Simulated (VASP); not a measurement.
# Al (P6_3/mmc) in VASP: further runs

Runs on Al. Level: PBE+D3(BJ). Tasks: single point.

Program: VASP 6.6.1. These are calculated values, not measurements. Logs are shortened: lines on timing, memory, paths and dates and some standing lists are left out, and cuts for length are marked.

**1. The cell of the first run**

The structure is hexagonal, space group P6_3/mmc (No. 194). The conventional cell has a = 2.833 Å, b = 2.833 Å, c = 8.758 Å, α = 90.00°, β = 90.00°, γ = 120.00°. Al (site symmetry -3m) has 12 Al at 2.73 to 2.83 Å within 3.6 Å. Within 3.6 Å of Al (site symmetry -6m2) lie 12 Al at 2.73 to 2.83 Å.

This isn't the form of Al at room conditions, which is fcc.

**2. Single point, PBE+D3(BJ) (15.21 Å³/atom)**

Input file INCAR:

```
  ALGO = Normal
  EDIFF = 1E-7
  ENCUT = 520
  GGA = PE
  ISIF = 2
  ISMEAR = 0
  IVDW = 12
  LASPH = T
  LCHARG = F
  LREAL = F
  LWAVE = F
  NBANDS = 14
  NELM = 80
  PREC = Accurate
  SIGMA = 0.15
```

Input file KPOINTS:

```
k-points
0
Gamma
  18 18 6
```

Input file POSCAR:

```
Al
1.0
    2.8325816938      0.0000000000      0.0000000000
   -1.4162908469      2.4530877051      0.0000000000
    0.0000000000      0.0000000000      8.7580593390
Al
4
Direct
    0.0000000000      0.0000000000      0.0000000000
    0.3333333333      0.6666666667      0.2500000000
    0.0000000000      0.0000000000      0.5000000000
    0.6666666667      0.3333333333      0.7500000000
```

Potentials or basis: VASP PAW PBE potentials, release 64 (Al).

The run is started by

```sh
> cat potpaw_PBE.64/Al/POTCAR > POTCAR
> mpirun -np 1 vasp_std > vasp.out
```

OUTCAR:

```text
EDIFF = 1E-7
   ENCUT = 520
   GGA = PE
   ISIF = 2
   ISMEAR = 0
   IVDW = 12
   LASPH = T
   LREAL = F
   NELM = 80
   PREC = Accurate
 IVDW          = 12

 ion  position               nearest neighbor table
   1  0.000  0.000  0.000-   2 2.73   4 2.73   2 2.73   4 2.73   4 2.73   2 2.73
   2  0.333  0.667  0.250-   1 2.73   3 2.73   1 2.73   3 2.73   1 2.73   3 2.73
   3  0.000  0.000  0.500-   2 2.73   4 2.73   2 2.73   4 2.73   4 2.73   2 2.73
   4  0.667  0.333  0.750-   1 2.73   3 2.73   1 2.73   3 2.73   1 2.73   3 2.73

  LATTYP: Found a hexagonal cell.
 ALAT       =     2.8325816938
 C/A-ratio  =     3.0919000000

  Lattice vectors:

 A1 = (   2.8325816938,   0.0000000000,   0.0000000000)
 A2 = (  -1.4162908469,   2.4530877051,   0.0000000000)
 A3 = (   0.0000000000,   0.0000000000,   8.7580593390)

Analysis of symmetry for initial positions (statically):
=====================================================================
 Subroutine PRICEL returns:
 Original cell was already a primitive cell.

 Routine SETGRP: Setting up the symmetry group for a
 hexagonal supercell.

 Subroutine GETGRP returns: Found 24 space group operations
 (whereof 12 operations were pure point group operations)
 out of a pool of 24 trial point group operations.

The static configuration has the point symmetry D_3d.
 The point group associated with its full space group is D_6h.

Analysis of symmetry for dynamics (positions and initial velocities):
=====================================================================
 Subroutine PRICEL returns:
 Original cell was already a primitive cell.

 Routine SETGRP: Setting up the symmetry group for a
 hexagonal supercell.

 Subroutine GETGRP returns: Found 24 space group operations
 (whereof 12 operations were pure point group operations)
 out of a pool of 24 trial point group operations.

The dynamic configuration has the point symmetry D_3d.
 The point group associated with its full space group is D_6h.

 Subroutine INISYM returns: Found 24 space group operations
 (whereof 12 operations are pure point group operations),
 and found     1 'primitive' translations

----------------------------------------------------------------------------------------

                                     Primitive cell

  volume of cell :      60.8560

  direct lattice vectors                    reciprocal lattice vectors
     2.832581694  0.000000000  0.000000000     0.353034831  0.203824755  0.000000000
    -1.416290847  2.453087705  0.000000000     0.000000000  0.407649510  0.000000000
     0.000000000  0.000000000  8.758059339     0.000000000  0.000000000  0.114180546

  length of vectors
     2.832581694  2.832581694  8.758059339     0.407649510  0.407649510  0.114180546

  position of ions in fractional coordinates (direct lattice)
     0.000000000  0.000000000  0.000000000
     0.333333333  0.666666667  0.250000000
     0.000000000  0.000000000  0.500000000
     0.666666667  0.333333333  0.750000000

  ion indices of the primitive-cell ions
   primitive index   ion index
                 1           1
                 2           2
                 3           3
                 4           4

----------------------------------------------------------------------------------------

 KPOINTS: k-points

Automatic generation of k-mesh.
 Grid dimensions read from file:
 generate k-points for:   18   18    6

 Generating k-lattice:

  Cartesian coordinates                     Fractional coordinates (reciprocal lattice)
     0.019613046  0.011323597  0.000000000     0.055555556 -0.000000000  0.000000000
     0.000000000  0.022647195  0.000000000     0.000000000  0.055555556  0.000000000
     0.000000000  0.000000000  0.019030091     0.000000000  0.000000000  0.166666667

  Length of vectors
     0.022647195  0.022647195  0.019030091

  Shift w.r.t. Gamma in fractional coordinates (k-lattice)
     0.000000000  0.000000000  0.000000000

 Subroutine IBZKPT returns following result:
 ===========================================

 Found    148 irreducible k-points:

[... 42 lines left out ...]

 Free energy of the ion-electron system (eV)
  ---------------------------------------------------
  ext. energy  EPLUGINS =         0.00000000
  ---------------------------------------------------
  free energy    TOTEN  =       -14.77302823 eV

  energy without entropy =      -14.75591267  energy(sigma->0) =      -14.76447045

 E-fermi :   8.8812     XC(G=0): -10.4932

 val. band max:        8.8440336812   @ k =   0.0556  -0.0000   0.5000
 cond. band min:       8.8893336895   @ k =   0.2778   0.0556   0.0000
 fundamental gap:      0.0453000083
 Fermi energy:         8.8811975311

 k-point     1 :       0.0000    0.0000    0.0000
  band No.  band energies     occupation
      1      -2.8374      2.00000
      2      -0.9230      2.00000
      3      -0.9229      2.00000
      4       4.2935      2.00000
      5       5.0845      2.00000
      6      13.5668      0.00000
      7      13.5949      0.00000
      8      19.2920      0.00000
      9      19.2920      0.00000
     10      19.4842      0.00000
     11      19.4842      0.00000
     12      20.5158      0.00000
     13      20.5161      0.00000
     14      20.7237      0.00000

 k-point     2 :       0.0556   -0.0000    0.0000
  band No.  band energies     occupation
      1      -2.7615      2.00000
      2      -0.8483      2.00000
      3      -0.8482      2.00000
      4       4.3628      2.00000
      5       5.1576      2.00000
      6      13.6141      0.00000
      7      13.6511      0.00000
      8      17.7096      0.00000
      9      18.2878      0.00000
     10      19.1986      0.00000
     11      19.2898      0.00000
     12      19.7001      0.00000
     13      19.8221      0.00000
     14      19.8812      0.00000
[... 343 lines left out ...]
      1       1.0497      2.00000
      2       2.8946      2.00000
      3       2.9030      2.00000
      4       6.1794      2.00000
      5       7.6708      2.00000
      6       7.9834      2.00000
      7       8.3626      2.00000
      8       9.1208      0.02390
      9      11.4107      0.00000
     10      12.7449      0.00000
     11      13.2320      0.00000
     12      13.4247      0.00000
     13      14.4271      0.00000
     14      17.2170      0.00000

 k-point    24 :       0.3889    0.1111    0.0000
  band No.  band energies     occupation
      1       2.1486      2.00000
      2       3.9511      2.00000
      3       3.9718      2.00000
      4       4.7389      2.00000
      5       6.6000      2.00000
      6       6.6379      2.00000
      7       9.0017      0.25603
      8       9.8570      0.00000
      9      11.1476      0.00000
     10      11.4779      0.00000
     11      12.7682      0.00000
     12      13.0616      0.00000
     13      13.5116      0.00000
     14      17.6530      0.00000

 [... further k-points ...]

------------------------ aborting loop because EDIFF is reached ----------------------------------------

 Edisp (eV)   -1.46394

 E8    (eV) :    -0.6555

  FORCE on cell =-STRESS in cart. coord.  units (eV):
  Direction    XX          YY          ZZ          XY          YZ          ZX
  --------------------------------------------------------------------------------------
  -------------------------------------------------------------------------------------
  Total       0.85791     0.85791     3.06116     0.00000    -0.00000     0.00000
  in kB      22.58643    22.58643    80.59225     0.00000    -0.00000     0.00000
  external pressure =       41.92 kB  Pullay stress =        0.00 kB

 VOLUME and BASIS-vectors are now :
 -----------------------------------------------------------------------------
  energy-cutoff  :      520.00
  volume of cell :       60.86
      direct lattice vectors                 reciprocal lattice vectors
     2.832581694  0.000000000  0.000000000     0.353034831  0.203824755  0.000000000
    -1.416290847  2.453087705  0.000000000     0.000000000  0.407649510  0.000000000
     0.000000000  0.000000000  8.758059339     0.000000000  0.000000000  0.114180546

 POSITION                                       TOTAL-FORCE (eV/Angst)
 -----------------------------------------------------------------------------------
      0.00000      0.00000      0.00000        -0.000000      0.000000     -0.000000
     -0.00000      1.63539      2.18951        -0.000000      0.000000      0.000000
      0.00000      0.00000      4.37903        -0.000000      0.000000     -0.000000
      1.41629      0.81770      6.56854         0.000000     -0.000000      0.000000
 -----------------------------------------------------------------------------------
    total drift:                               -0.000000      0.000000      0.000000

  FREE ENERGIE OF THE ION-ELECTRON SYSTEM (eV)
  ---------------------------------------------------
  free  energy   TOTEN  =       -16.2369639703 eV

  energy  without entropy=      -16.2198484086  energy(sigma->0) =      -16.22840619
```

Wall time 62 s (1 thread of AMD EPYC 9R45 (Zen 5), shared host); peak memory 0.22 GiB.

Results:

```yaml
Free_energy: -16.2370 eV
Pressure: 4.2 GPa
Band_gap_on_the_k_mesh: zero (bands 6 and 7 overlap by 6.62 eV)
Dispersion_energy_per_atom: -0.366 eV
```

Caveat: the cell stands under pressure.

**3. Single point, PBE+D3(BJ) (15.53 Å³/atom)**

This run uses another cell than the first one, of 15.53 Å³/atom.

Input file INCAR:

```
ALGO     = Normal         # electronic algorithm
EDIFF    = 1E-6           # SCF threshold, eV
ENCUT    = 520            # plane-wave cutoff, eV
GGA      = PE             # functional
ISIF     = 2              # what is computed and relaxed
ISMEAR   = 0              # smearing method
IVDW     = 12             # dispersion correction
LASPH    = True           # aspherical terms in the spheres
LCHARG   = False          # write CHGCAR
LREAL    = False          # projectors in reciprocal space
LWAVE    = False          # write WAVECAR
NBANDS   = 14             # bands
NELM     = 100            # most SCF steps
PREC     = Accurate       # precision mode
SIGMA    = 0.15           # smearing width, eV
```

KPOINTS is that of step 2.

Input file POSCAR:

```
Al
1.0
    2.7584220215      0.0000000000      0.0000000000
   -1.3792110108      2.3888635450      0.0000000000
    0.0000000000      0.0000000000      9.4277347852
Al
4
Direct
    0.0000000000      0.0000000000      0.0000000000
    0.3333333333      0.6666666667      0.2500000000
    0.0000000000      0.0000000000      0.5000000000
    0.6666666667      0.3333333333      0.7500000000
```

Potentials or basis: VASP PAW PBE potentials, release 64 (Al).

The run is started by

```sh
> cat potpaw_PBE.64/Al/POTCAR > POTCAR
> mpirun -np 1 vasp_std > vasp.out
```

Wall time 50 s (1 thread of AMD EPYC 9R45 (Zen 5), shared host); peak memory 0.22 GiB.

The run converged. Its results:

| Property | Result |
| --- | --- |
| Free energy | -16.2832 eV |
| Pressure | 2.0 GPa |
| Band gap on the k mesh | zero (bands 6 and 7 overlap by 4.87 eV) |
| Dispersion energy per atom | -0.358 eV |

Stress tensor (GPa, compression positive):
```
 3.36  0.00  0.00
 0.00  3.36  0.00
 0.00  0.00 -0.58
```

Levels at points of the mesh, in eV from the Fermi level:
```csv
k point,band 2,band 3,band 4,band 5,band 6,band 7,band 8,band 9,band 10,band 11
"(0.00, 0.00, 0.00)",-9.90,-9.89,-5.06,-5.02,2.72,2.73,11.84,11.89,11.89,11.92
"(0.50, 0.00, 0.00)",-5.22,-3.99,-3.99,-3.25,-3.24,0.80,1.06,1.20,1.45,6.48
"(0.00, 0.00, 0.50)",-11.13,-7.85,-7.85,-1.50,-1.50,7.53,7.53,12.16,12.16,12.16
"(0.50, 0.00, 0.50)",-4.90,-4.80,-4.80,-1.93,-1.93,-1.24,-1.24,4.34,4.34,4.54
```

**4. Single point, PBE+D3(BJ) (15.53 Å³/atom)**

This run uses another cell than the first one, of 15.53 Å³/atom.

Input file INCAR:

```
PREC     = Accurate       # precision mode
ENCUT    = 520            # plane-wave cutoff, eV
EDIFF    = 1E-6           # SCF threshold, eV
ISMEAR   = 0              # smearing method
SIGMA    = 0.15           # smearing width, eV
LREAL    = F              # projectors in reciprocal space
LASPH    = T              # aspherical terms in the spheres
NELM     = 100            # most SCF steps
ALGO     = Normal         # electronic algorithm
ISIF     = 2              # what is computed and relaxed
LWAVE    = F              # write WAVECAR
LCHARG   = T              # write CHGCAR
GGA      = PE             # functional
IVDW     = 12             # dispersion correction
LELF     = T              # ELF
LVHAR    = T            
NBANDS   = 14             # bands
```

Input file KPOINTS:

```
regular mesh
0
Gamma
  18 18 6
```

Input file POSCAR:

```
Al
1.0
    2.7955394046      0.0000000000      0.0000000000
   -1.3977697023      2.4210081417      0.0000000000
    0.0000000000      0.0000000000      9.1790459269
Al
4
Direct
    0.0000000000      0.0000000000      0.0000000000
    0.3333333333      0.6666666667      0.2500000000
    0.0000000000      0.0000000000      0.5000000000
    0.6666666667      0.3333333333      0.7500000000
```

The run is started by

```sh
> cat potpaw_PBE.64/Al/POTCAR > POTCAR
> mpirun -np 1 vasp_std > vasp.out
```

Wall time 54 s (1 thread of AMD EPYC 9R45 (Zen 5), shared host); peak memory 0.22 GiB.

The run converged. Its results:

| Property | Result |
| --- | --- |
| Free energy | -16.3077 eV |
| Pressure | 1.8 GPa |
| Band gap on the k mesh | zero (bands 6 and 7 overlap by 5.56 eV) |
| Dispersion energy per atom | -0.358 eV |

Levels at points of the mesh, in eV from the Fermi level:
```tsv
k point	band 2	band 3	band 4	band 5	band 6	band 7	band 8	band 9	band 10	band 11
(0.00, 0.00, 0.00)	-9.81	-9.80	-4.85	-4.52	3.47	3.48	11.24	11.24	11.35	11.35
(0.50, 0.00, 0.00)	-5.36	-4.07	-4.03	-3.37	-3.31	0.82	1.24	1.40	1.74	5.96
(0.00, 0.00, 0.50)	-11.11	-7.65	-7.65	-0.96	-0.96	8.48	8.48	11.57	11.57	11.58
(0.50, 0.00, 0.50)	-5.02	-4.94	-4.94	-1.91	-1.91	-1.22	-1.22	4.73	4.73	4.79
```

**5. Single point, PBE+D3(BJ) (15.53 Å³/atom)**

This run uses another cell than the first one, of 15.53 Å³/atom.

Input file INCAR:

```
SYSTEM = Al
PREC = Accurate
ENCUT = 520
EDIFF = 1E-6
ISMEAR = 0
SIGMA = 0.15
LREAL = .FALSE.
LASPH = .TRUE.
NELM = 80
ALGO = Normal
ISIF = 2
LWAVE = .FALSE.
LCHARG = .FALSE.
GGA = PE
IVDW = 12
NBANDS = 14
```

Input file KPOINTS:

```
Automatic mesh
0
G
  18 18 6
  0 0 0
```

Input file POSCAR:

```
Al
1.0
    2.7218318403      0.0000000000      0.0000000000
   -1.3609159202      2.3571755185      0.0000000000
    0.0000000000      0.0000000000      9.6829167718
Al
4
Direct
    0.0000000000      0.0000000000      0.0000000000
    0.3333333333      0.6666666667      0.2500000000
    0.0000000000      0.0000000000      0.5000000000
    0.6666666667      0.3333333333      0.7500000000
```

The run is started by

```sh
> cat potpaw_PBE.64/Al/POTCAR > POTCAR
> mpirun -np 1 vasp_std > vasp.out
```

Wall time 41 s (1 thread of AMD EPYC 9R45 (Zen 5), shared host); peak memory 0.21 GiB.

The run converged. Its results:

```yaml
Free_energy: -16.2249 eV
Pressure: 2.8 GPa
Band_gap_on_the_k_mesh: zero (bands 6 and 7 overlap by 4.37 eV)
Dispersion_energy_per_atom: -0.358 eV
```

Stress tensor (GPa, compression positive):
```
 5.35  0.00  0.00
 0.00  5.35  0.00
 0.00  0.00 -2.36
```

Levels at points of the mesh, in eV from the Fermi level:
```tsv
k point	band 2	band 3	band 4	band 5	band 6	band 7	band 8	band 9	band 10	band 11
(0.00, 0.00, 0.00)	-9.96	-9.96	-5.48	-5.23	2.03	2.04	11.03	12.29	12.50	12.50
(0.50, 0.00, 0.00)	-5.05	-3.92	-3.89	-3.14	-3.10	0.75	0.83	1.20	1.21	7.02
(0.00, 0.00, 0.50)	-11.13	-8.03	-8.03	-1.98	-1.98	6.63	6.63	12.71	12.71	12.71
(0.50, 0.00, 0.50)	-4.77	-4.61	-4.61	-1.91	-1.91	-1.23	-1.23	4.02	4.02	4.31
```

**6. Single point, PBE+D3(BJ) (14.90 Å³/atom)**

This run uses another cell than the first one, of 14.90 Å³/atom.

Input file INCAR:

```
SYSTEM = Al
ALGO     = Normal         ! electronic algorithm
EDIFF    = 1E-6           ! SCF threshold, eV
ENCUT    = 520            ! plane-wave cutoff, eV
GGA      = PE             ! functional
ISIF     = 2              ! what is computed and relaxed
ISMEAR   = 0              ! smearing method
IVDW     = 12             ! dispersion correction
LASPH    = .True.         ! aspherical terms in the spheres
LCHARG   = .False.        ! write CHGCAR
LREAL    = .False.        ! projectors in reciprocal space
LWAVE    = .False.        ! write WAVECAR
NBANDS   = 14             ! bands
NELM     = 60             ! most SCF steps
PREC     = Accurate       ! precision mode
SIGMA    = 0.15           ! smearing width, eV
```

Input file KPOINTS:

```
k-points
0
Gamma
  18 18 6
  0 0 0
```

Input file POSCAR:

```
Al
1.0
    2.7203649919      0.0000000000      0.0000000000
   -1.3601824960      2.3559051905      0.0000000000
    0.0000000000      0.0000000000      9.2976634693
Al
4
Direct
    0.0000000000      0.0000000000      0.0000000000
    0.3333333333      0.6666666667      0.2500000000
    0.0000000000      0.0000000000      0.5000000000
    0.6666666667      0.3333333333      0.7500000000
```

Potentials or basis: VASP PAW PBE potentials, release 64 (Al).

The run is started by

```sh
> cat potpaw_PBE.64/Al/POTCAR > POTCAR
> mpirun -np 1 vasp_std > vasp.out
```

Run time: 97 s. Hardware: 1 thread of Intel Xeon 8259CL, shared host; peak memory 0.24 GiB.

It converged, with:

| Item | Value |
| --- | --- |
| Free energy | -16.2178 eV |
| Pressure | 6.4 GPa |
| Band gap on the k mesh | zero (bands 6 and 7 overlap by 4.95 eV) |
| Dispersion energy per atom | -0.374 eV |

Stress tensor (GPa, compression positive):
```
8.01 0.00 0.00
0.00 8.01 0.00
0.00 0.00 3.09
```

Levels at points of the mesh, in eV from the Fermi level:
```csv
k point,band 3,band 4,band 5,band 6,band 7,band 8,band 9,band 10
"(0.00, 0.00, 0.00)",-10.14,-5.24,-5.08,2.79,2.80,12.06,12.20,12.20
"(0.50, 0.00, 0.00)",-4.13,-4.10,-3.30,-3.28,0.78,1.15,1.15,1.56
"(0.00, 0.00, 0.50)",-8.05,-8.05,-1.53,-1.53,7.71,7.71,12.43,12.43
"(0.50, 0.00, 0.50)",-4.90,-4.90,-1.97,-1.97,-1.26,-1.26,4.48,4.48
```

Caveat: the cell stands under pressure.

**7. The runs side by side**

```tsv
cell	gap on the mesh (eV)	pressure (GPa)
a = 2.833, b = 2.833, c = 8.758 Å, angles 90.0, 90.0, 120.0°, 4 atoms	none	4.2
a = 2.758, b = 2.758, c = 9.428 Å, angles 90.0, 90.0, 120.0°, 4 atoms	none	2.0
a = 2.796, b = 2.796, c = 9.179 Å, angles 90.0, 90.0, 120.0°, 4 atoms	none	1.8
a = 2.722, b = 2.722, c = 9.683 Å, angles 90.0, 90.0, 120.0°, 4 atoms	none	2.8
a = 2.720, b = 2.720, c = 9.298 Å, angles 90.0, 90.0, 120.0°, 4 atoms	none	6.4
```

Alike in all rows: task single point; level PBE+D3(BJ); potentials or basis VASP PAW PBE potentials, release 64 (Al); no spin polarisation; k mesh 18 × 18 × 6; cutoff (eV) 520; smearing gaussian 0.15 eV.

Caveats: the cell stands under pressure (at least some runs).

Absolute energies hang on the potentials; compare differences alone.
